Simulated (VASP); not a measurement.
Set up this calculation in VASP 6.6.1, as the native input.

```
Task                   : single point
Functional             : PBE
Potentials or basis    : VASP PAW PBE potentials, release 64 (Na_pv, H)
Cutoff                 : 520 eV
k mesh                 : 4 × 4 × 4
Occupations            : gaussian, width 0.01 eV
Spin                   : no spin polarisation
Dipole correction      : no
Further INCAR settings : ALGO = Normal; EDIFF = 1e-06; NBANDS = 11
```

The structure of NaH lies in POSCAR:

```
NaH
1.0
    0.0000000000      2.3975122885      2.3975122885
    2.3975122885      0.0000000000      2.3975122885
    2.3975122885      2.3975122885      0.0000000000
Na H
1 1
Direct
    0.0000000000      0.0000000000      0.0000000000
    0.5000000000      0.5000000000      0.5000000000
```

The input as run:

INCAR

```
PREC = Accurate ; ENCUT = 520
EDIFF = 1E-6 ; ISMEAR = 0
SIGMA = 0.01 ; LREAL = F
LASPH = T ; NELM = 60
ALGO = Normal ; ISIF = 2
LWAVE = F ; LCHARG = F
GGA = PE ; NBANDS = 11
```

KPOINTS

```
Automatic mesh
0
Gamma
  4 4 4
```

Potentials or basis: VASP PAW PBE potentials, release 64 (Na_pv, H).

Run with:

```bash
$ cat potpaw_PBE.64/Na_pv/POTCAR potpaw_PBE.64/H/POTCAR > POTCAR
$ mpirun -np 1 vasp_std > vasp.out
```

Results of the run:

| Quantity | Value |
| --- | --- |
| Pressure | 0.5 GPa |
| Band gap on the k mesh | 3.80 eV, indirect (least direct gap 4.67 eV) |

Caveat: the k points lie up to 0.57 Å⁻¹ apart.

Wall time 9 s on 1 thread of Intel Xeon 8259CL (shared host), peak memory 0.14 GiB.
